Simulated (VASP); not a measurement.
Runs of VASP 6.6.1 on BaTiO3. The structure is that of space group Pm-3m (No. 221), or close to it. The cells are those of the table. 

| level | potentials or basis | cell | cutoff (eV) | smearing | gap on the mesh (eV) | pressure (GPa) |
| --- | --- | --- | --- | --- | --- | --- |
| r2SCAN | VASP PAW PBE potentials, release 64 (Ba_sv, Ti_sv, O_h) | a = 3.994 Å, 5 atoms | 1480 | fermi-dirac 0.02 eV | 2.16 | 1.7 |
| PBE | VASP PAW PBE potentials, release 64 (Ba_sv, Ti_sv, O_h) | a = 4.019 Å, 5 atoms | 1340 | fermi-dirac 0.02 eV | 1.72 | 1.6 |
| LDA | VASP PAW LDA potentials, release 64 (Ba_sv, Ti_sv, O_h) | a = 3.994 Å, 5 atoms | 1340 | gaussian 0.01 eV | (a) | -6.3 |
| r2SCAN | VASP PAW PBE potentials, release 64 (Ba_sv, Ti_sv, O_h) | a = 3.994 Å, 5 atoms | 1480 | gaussian 0.01 eV | 2.16 | 1.7 |

Alike in all rows: task single point; no spin polarisation; k mesh 6 × 6 × 6.

Problem. Fill in the values left out.

Solution. (a) 1.67.

Caveats: spin-orbit coupling is left out, which moves the levels of the heavy elements; the PAW data sets were made with another functional, which shifts forces and pressure a little (at least some runs); the cell stands under tension (at least some runs).

A k mesh can miss the band edges, and the runs leave out spin-orbit coupling on Ba.
